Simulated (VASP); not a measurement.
# Sn (I4_1/amd) in VASP: further runs

Sn is run at these levels: b88 exchange, pbe correlation, RPBE+D3(BJ), LDA, BLYP+D4; tasks: single point.

Program: VASP 6.6.1. These are calculated values, not measurements. Logs are shortened: lines on timing, memory, paths and dates and some standing lists are left out, and cuts for length are marked.

**1. The cell of the first run**

The structure is tetragonal, space group I4_1/amd (No. 141). Conventional cell: a = 5.880 Å, b = 5.880 Å, c = 3.199 Å, α = 90.00°, β = 90.00°, γ = 90.00°. Sn (site symmetry -4m2) has 10 Sn at 3.05 to 3.79 Å within 4.0 Å.

**2. Single point, b88 exchange, pbe correlation**

INCAR

```
  PREC = Accurate
  ENCUT = 500
  EDIFF = 1E-6
  ISMEAR = -5
  SIGMA = 0.1
  LREAL = F
  LASPH = T
  NELM = 120
  ALGO = Normal
  ISIF = 2
  LWAVE = F
  LCHARG = F
  GGA = LIBXC
  LIBXC1 = GGA_X_B88
  LIBXC2 = GGA_C_PBE
  NBANDS = 21
  GGA_COMPAT = F
```

KPOINTS

```
Automatic mesh
0
Gamma
  9 9 9
```

POSCAR

```
Sn
1.0
   -2.9401404553      2.9401404553      1.5993019889
    2.9401404553     -2.9401404553      1.5993019889
    2.9401404553      2.9401404553     -1.5993019889
Sn
2
Direct
    0.0000000000      0.0000000000      0.0000000000
    0.7500000000      0.2500000000      0.5000000000
```

Potentials or basis: VASP PAW PBE potentials, release 64 (Sn_d).

Started as:

```bash
> cat potpaw_PBE.64/Sn_d/POTCAR > POTCAR
> mpirun -np 1 vasp_std > vasp.out
```

OUTCAR:

```text
PREC = Accurate
   ENCUT = 500
   EDIFF = 1E-6
   ISMEAR = -5
   LREAL = F
   LASPH = T
   NELM = 120
   ISIF = 2
   GGA = LIBXC

 ion  position               nearest neighbor table
   1  0.000  0.000  0.000-   2 3.05   2 3.05   2 3.05   2 3.05
   2  0.750  0.250  0.500-   1 3.05   1 3.05   1 3.05   1 3.05

  LATTYP: Found a body centered tetragonal cell.
 ALAT       =     5.8802809106
 C/A-ratio  =     0.5439542815

  Lattice vectors:

 A1 = (  -2.9401404553,   2.9401404553,   1.5993019889)
 A2 = (   2.9401404553,  -2.9401404553,   1.5993019889)
 A3 = (   2.9401404553,   2.9401404553,  -1.5993019889)

Analysis of symmetry for initial positions (statically):
=====================================================================
 Subroutine PRICEL returns:
 Original cell was already a primitive cell.

 Routine SETGRP: Setting up the symmetry group for a
 body centered tetragonal supercell.

 Subroutine GETGRP returns: Found 16 space group operations
 (whereof  8 operations were pure point group operations)
 out of a pool of 16 trial point group operations.

The static configuration has the point symmetry D_2d.
 The point group associated with its full space group is D_4h.

Analysis of symmetry for dynamics (positions and initial velocities):
=====================================================================
 Subroutine PRICEL returns:
 Original cell was already a primitive cell.

 Routine SETGRP: Setting up the symmetry group for a
 body centered tetragonal supercell.

 Subroutine GETGRP returns: Found 16 space group operations
 (whereof  8 operations were pure point group operations)
 out of a pool of 16 trial point group operations.

The dynamic configuration has the point symmetry D_2d.
 The point group associated with its full space group is D_4h.

 Subroutine INISYM returns: Found 16 space group operations
 (whereof  8 operations are pure point group operations),
 and found     1 'primitive' translations

----------------------------------------------------------------------------------------

                                     Primitive cell

  volume of cell :      55.3002

  direct lattice vectors                    reciprocal lattice vectors
    -2.940140455  2.940140455  1.599301989     0.000000000  0.170059903  0.312636390
     2.940140455 -2.940140455  1.599301989     0.170059903  0.000000000  0.312636390
     2.940140455  2.940140455 -1.599301989     0.170059903  0.170059903  0.000000000

  length of vectors
     4.454954393  4.454954393  4.454954393     0.355895888  0.355895888  0.240501021

  position of ions in fractional coordinates (direct lattice)
     0.000000000  0.000000000  0.000000000
     0.750000000  0.250000000  0.500000000

  ion indices of the primitive-cell ions
   primitive index   ion index
                 1           1
                 2           2

----------------------------------------------------------------------------------------

 KPOINTS: Automatic mesh

Automatic generation of k-mesh.
 Grid dimensions read from file:
 generate k-points for:    9    9    9

 Generating k-lattice:

  Cartesian coordinates                     Fractional coordinates (reciprocal lattice)
     0.000000000  0.018895545  0.034737377     0.111111111 -0.000000000  0.000000000
     0.018895545  0.000000000  0.034737377    -0.000000000  0.111111111  0.000000000
     0.018895545  0.018895545  0.000000000     0.000000000  0.000000000  0.111111111

  Length of vectors
     0.039543988  0.039543988  0.026722336

  Shift w.r.t. Gamma in fractional coordinates (k-lattice)
     0.000000000  0.000000000  0.000000000

 TETIRR: Found   1695 inequivalent tetrahedra from     4374

 Subroutine IBZKPT returns following result:
 ===========================================

 Found     75 irreducible k-points:

 Following reciprocal coordinates:
            Coordinates               Weight
  0.000000  0.000000  0.000000      1.000000
  0.111111 -0.000000  0.000000      8.000000
  0.222222 -0.000000  0.000000      8.000000
  0.333333 -0.000000  0.000000      8.000000
  0.444444 -0.000000  0.000000      8.000000
  0.111111  0.111111  0.000000      8.000000
[... 16 lines left out ...]
 -0.333333  0.333333  0.000000      4.000000
  0.444444  0.444444 -0.000000      8.000000
 [... further k-points ...]
   k-points           NKPTS =     75   k-points in BZ     NKDIM =     75   number of bands    NBANDS=     21
   number of dos      NEDOS =    301   number of ions     NIONS =      2
   total plane-waves  NPLWV =  32768
   dimension x,y,z NGX =    32 NGY =   32 NGZ =   32
   dimension x,y,z NGXF=    64 NGYF=   64 NGZF=   64
   ions per type =               2
   NGX,Y,Z   is equivalent  to a cutoff of  11.94, 11.94, 11.94 a.u.
   NGXF,Y,Z  is equivalent  to a cutoff of  23.88, 23.88, 23.88 a.u.
 SYSTEM =  unknown system
   PREC   = accura    normal or accurate (medium, high low for compatibility)
   ISTART =      0    job   : 0-new  1-cont  2-samecut
   ICHARG =      2    charge: 1-file 2-atom 10-const
   ISPIN  =      1    spin polarized calculation?
   LNONCOLLINEAR =      F non collinear calculations
   LSORBIT =      F    spin-orbit coupling
   LASPH  =      T    aspherical Exc in radial PAW
   ENCUT  =  500.0 eV  36.75 Ry    6.06 a.u.   8.12  8.12  8.12*2*pi/ulx,y,z
   NELM   =    120;   NELMIN=  2; NELMDL= -5     # of ELM steps
   EDIFF  = 0.1E-05   stopping-criterion for ELM
   LREAL  =      F    real-space projection
   EDIFFG = 0.1E-04   stopping-criterion for IOM
   NSW    =      0    number of steps for IOM
   IBRION =     -1    ionic relax: 0-MD 1-quasi-New 2-CG
   NFREE  =      0    steps in history (QN), initial steepest desc. (CG)
   ISIF   =      2    stress and relaxation
   ISYM   =      2    0-nonsym 1-usesym 2-fastsym
   POTIM  = 0.5000    time-step for ionic-motion
   TEBEG  =    0.0;   TEEND  =   0.0 temperature during run
   PSTRESS=    0.0 pullay stress
   NELECT =      28.0000    total number of electrons
   NUPDOWN=      -1.0000    fix difference up-down
   EMIN   =  10.00;   EMAX   =-10.00  energy-range for DOS
   EFERMI =   0.00;   METHOD = LEGACY
   ISMEAR =    -5;   SIGMA  =   0.10  broadening in eV -4-tet -1-fermi 0-gaus
   EFERMI_NEDOS =   21; number of points for ismear=-14 and -15
   IALGO  =     38    algorithm
   IMIX   =      4    mixing-type and parameters
     AMIX     =   0.40;   BMIX     =  1.00
     AMIX_MAG =   1.60;   BMIX_MAG =  1.00
  volume/ion in A,a.u.               =      27.65       186.59
  Fermi-wavevector in a.u.,A,eV,Ry     =   1.304824  2.465760 23.164816  1.702566
  Thomas-Fermi vector in A             =   2.435734
   LORBIT       =      0    0 simple, 1 ext, 2 COOP (PROOUT), +10 PAW based schemes
   GGA     = LIBXC    functional components
   LHFCALC =     F    Hartree Fock is set to
   AEXX    =    0.0000 exact exchange contribution
   IVDW    =     0    specifies the selected vdW correction
   LEPSILON=     F    determine dielectric tensor
   LRPA    =     F    only Hartree local field effects (RPA)
 non-spin polarized calculation
 Fermi weights with tetrahedron method with Bloechl corrections
  energy-cutoff  :      500.00
  volume of cell :       55.30
 maximum number of plane-waves:      1419
   NGX = 17   NGY = 17   NGZ = 17

 number of electron      27.9999977 magnetization

 Free energy of the ion-electron system (eV)
  ---------------------------------------------------
  ext. energy  EPLUGINS =         0.00000000
  ---------------------------------------------------
  free energy    TOTEN  =        -7.40308908 eV

  energy without entropy =       -7.40308908  energy(sigma->0) =       -7.40308908

 E-fermi :   7.6974     XC(G=0): -10.2410

 val. band max:        7.8196093276   @ k =   0.4444   0.3333   0.1111
 cond. band min:       7.4443397622   @ k =  -0.2222  -0.2222   0.2222
 fundamental gap:     -0.3752695654
 Fermi energy:         7.6973541844

 k-point     1 :       0.0000    0.0000    0.0000
  band No.  band energies     occupation
      1     -13.9377      2.00000
      2     -13.8695      2.00000
      3     -13.8173      2.00000
      4     -13.8168      2.00000
      5     -13.6726      2.00000
      6     -13.6726      2.00000
[... 13 lines left out ...]
     20      17.4679      0.00000
     21      18.1328      0.00000

 k-point     2 :       0.1111   -0.0000    0.0000
  band No.  band energies     occupation
      1     -13.9306      2.00000
      2     -13.8464      2.00000
      3     -13.8087      2.00000
      4     -13.7907      2.00000
      5     -13.6880      2.00000
      6     -13.6842      2.00000
[... 13 lines left out ...]
     20      16.6085      0.00000
     21      16.7054      0.00000

 k-point     3 :       0.2222   -0.0000    0.0000
  band No.  band energies     occupation
      1     -13.9104      2.00000
      2     -13.7962      2.00000
      3     -13.7882      2.00000
      4     -13.7484      2.00000
      5     -13.7176      2.00000
      6     -13.6829      2.00000
[... 13 lines left out ...]
     20      15.1457      0.00000
     21      16.1232      0.00000

 k-point     4 :       0.3333   -0.0000    0.0000
  band No.  band energies     occupation
      1     -13.8875      2.00000
      2     -13.7755      2.00000
      3     -13.7708      2.00000
      4     -13.7605      2.00000
      5     -13.7340      2.00000
      6     -13.7029      2.00000
[... 13 lines left out ...]
     20      14.3416      0.00000
     21      17.0549      0.00000

 k-point     5 :       0.4444   -0.0000    0.0000
  band No.  band energies     occupation
      1     -13.8713      2.00000
      2     -13.7986      2.00000
      3     -13.7863      2.00000
      4     -13.7541      2.00000
      5     -13.7209      2.00000
      6     -13.7173      2.00000
[... 13 lines left out ...]
     20      16.4892      0.00000
     21      17.8561      0.00000

 k-point     6 :       0.1111    0.1111    0.0000
  band No.  band energies     occupation
      1     -13.9176      2.00000
      2     -13.7939      2.00000
      3     -13.7925      2.00000
      4     -13.7356      2.00000
      5     -13.7128      2.00000
      6     -13.7022      2.00000
[... 13 lines left out ...]
     20      15.2450      0.00000
     21      15.4776      0.00000

 k-point     7 :       0.2222    0.1111    0.0000
  band No.  band energies     occupation
      1     -13.8977      2.00000
      2     -13.7789      2.00000
      3     -13.7714      2.00000
      4     -13.7368      2.00000
      5     -13.7310      2.00000
      6     -13.7097      2.00000
[... 13 lines left out ...]
     20      14.5851      0.00000
     21      15.9495      0.00000
[... 291 lines left out ...]
      1     -13.8534      2.00000
      2     -13.8067      2.00000
      3     -13.7734      2.00000
      4     -13.7564      2.00000
      5     -13.7097      2.00000
      6     -13.6572      2.00000
[... 13 lines left out ...]
     20      15.8598      0.00000
     21      17.8034      0.00000

 k-point    21 :       0.4444    0.3333    0.0000
  band No.  band energies     occupation
      1     -13.8364      2.00000
      2     -13.8102      2.00000
      3     -13.7983      2.00000
      4     -13.7657      2.00000
      5     -13.7082      2.00000
      6     -13.6679      2.00000
[... 13 lines left out ...]
     20      17.8828      0.00000
     21      18.5200      0.00000

 k-point    22 :      -0.4444    0.3333   -0.0000
  band No.  band energies     occupation
      1     -13.8569      2.00000
      2     -13.8395      2.00000
      3     -13.8339      2.00000
      4     -13.7429      2.00000
      5     -13.7297      2.00000
      6     -13.6637      2.00000
[... 13 lines left out ...]
     20      18.5647      0.00000
     21      19.4682      0.00000

 k-point    23 :      -0.3333    0.3333    0.0000
  band No.  band energies     occupation
      1     -13.8764      2.00000
      2     -13.8583      2.00000
      3     -13.8535      2.00000
      4     -13.7523      2.00000
      5     -13.7180      2.00000
      6     -13.6544      2.00000
[... 13 lines left out ...]
     20      17.3685      0.00000
     21      17.4543      0.00000

 k-point    24 :       0.4444    0.4444   -0.0000
  band No.  band energies     occupation
      1     -13.8514      2.00000
      2     -13.8505      2.00000
      3     -13.7878      2.00000
      4     -13.7858      2.00000
      5     -13.6945      2.00000
      6     -13.6879      2.00000
[... 13 lines left out ...]
     20      18.4043      0.00000
     21      18.8672      0.00000

 [... further k-points ...]

------------------------ aborting loop because EDIFF is reached ----------------------------------------

  FORCE on cell =-STRESS in cart. coord.  units (eV):
  Direction    XX          YY          ZZ          XY          YZ          ZX
  --------------------------------------------------------------------------------------
  -------------------------------------------------------------------------------------
  Total        0.4634645      0.4634645      0.2901883      0.0000000      0.0000000      0.0000000
  in kB       13.4276622     13.4276622      8.4074424      0.0000000      0.0000000      0.0000000
  external PRESSURE =      11.7542556 kB  Pullay stress =       0.0000000 kB

 VOLUME and BASIS-vectors are now :
 -----------------------------------------------------------------------------
  energy-cutoff  :      500.00
  volume of cell :       55.30
      direct lattice vectors                 reciprocal lattice vectors
    -2.940140455  2.940140455  1.599301989     0.000000000  0.170059903  0.312636390
     2.940140455 -2.940140455  1.599301989     0.170059903  0.000000000  0.312636390
     2.940140455  2.940140455 -1.599301989     0.170059903  0.170059903  0.000000000

 POSITION                                       TOTAL-FORCE (eV/Angst)
 -----------------------------------------------------------------------------------
      0.00000      0.00000      0.00000        -0.000000     -0.000000      0.000000
      0.00000      2.94014      0.79965         0.000000      0.000000     -0.000000
 -----------------------------------------------------------------------------------
    total drift:                                0.000000     -0.000000      0.000000

  FREE ENERGIE OF THE ION-ELECTRON SYSTEM (eV)
  ---------------------------------------------------
  free  energy   TOTEN  =        -7.4030890844 eV

  energy  without entropy=       -7.4030890844  energy(sigma->0) =       -7.40308908
```

Wall time 60 s (1 thread of AMD EPYC 7R43 (Zen 3), shared host); peak memory 0.18 GiB.

What came out:

```yaml
Free_energy: -7.4031 eV
Pressure: 1.2 GPa
Band_gap_on_the_k_mesh: zero (bands 14 and 15 overlap by 3.96 eV)
```

Caveat: the PAW data sets were made with another functional, which shifts forces and pressure a little; spin-orbit coupling is left out, which moves the levels of the heavy elements; tetrahedron occupations give inexact forces and stress in metals.

(Part 1 of 2 ends here.)
